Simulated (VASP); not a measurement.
Set up this calculation in VASP 6.6.1, as the native input.

- Task: single point
- Functional: PBE
- Potentials or basis: VASP PAW PBE potentials, release 64 (Dy_3, Ga_d, S), 4f in core
- Cutoff: 500 eV
- k mesh: 4 × 4 × 2
- Occupations: gaussian, width 0.2 eV
- Spin: no spin polarisation
- Dipole correction: no
- Mended: yes
- Further INCAR settings: ALGO = Normal; EDIFF = 1e-06; NBANDS = 35

The structure of Dy3GaS2 lies in POSCAR:

```
Dy3GaS2
1.0
    5.3537547614     -0.0000000033      0.0000000000
   -2.6768773779      4.6364876306      0.0000000000
    0.0000000000      0.0000000000      5.4452221589
Dy Ga S
3 1 2
Direct
    0.3333333333      0.6666666667      0.0000000000
    0.6666666667      0.3333333333      0.0000000000
    0.0000000000      0.0000000000      0.5000000000
    0.0000000000      0.0000000000      0.0000000000
    0.3333333333      0.6666666667      0.5000000000
    0.6666666667      0.3333333333      0.5000000000
```

The cell was built from a structure type or drawn by symmetry, and may not be a known phase.

One way to write it, as run:

INCAR

```
SYSTEM = Dy3GaS2
PREC = Accurate
ENCUT = 500
EDIFF = 1E-6
ISMEAR = 0
SIGMA = 0.2
LREAL = .False.
LASPH = .True.
NELM = 200
ALGO = Normal
ISIF = 2
LWAVE = .False.
LCHARG = .False.
GGA = PE
NBANDS = 35
GGA_COMPAT = .False.
LMAXMIX = 6
```

KPOINTS

```
regular mesh
0
Gamma
  4 4 2
  0 0 0
```

Potentials or basis: VASP PAW PBE potentials, release 64 (Dy_3, Ga_d, S), 4f in core.

Run with:

```bash
$ cat potpaw_PBE.64/Dy_3/POTCAR potpaw_PBE.64/Ga_d/POTCAR potpaw_PBE.64/S/POTCAR > POTCAR
$ mpirun -np 1 vasp_std > vasp.out
```

It gave:

```json
{"Pressure": "0.3 GPa", "Band gap on the k mesh": "zero (bands 26 and 27 overlap by 0.77 eV)"}
```

Caveat: the k points lie up to 0.58 Å⁻¹ apart, too coarse for converged energies and pressures of a metal; spin-orbit coupling is left out, which moves the levels of the heavy elements; the 4f electrons are frozen in the core, so they carry no moment and show no levels; the run has no spin polarisation, though such a crystal can be magnetic.

Wall time 35 s on 1 thread of Intel(R) Xeon(R) Platinum 8488C (Sapphire Rapids), on a shared host, peak memory 0.25 GiB.
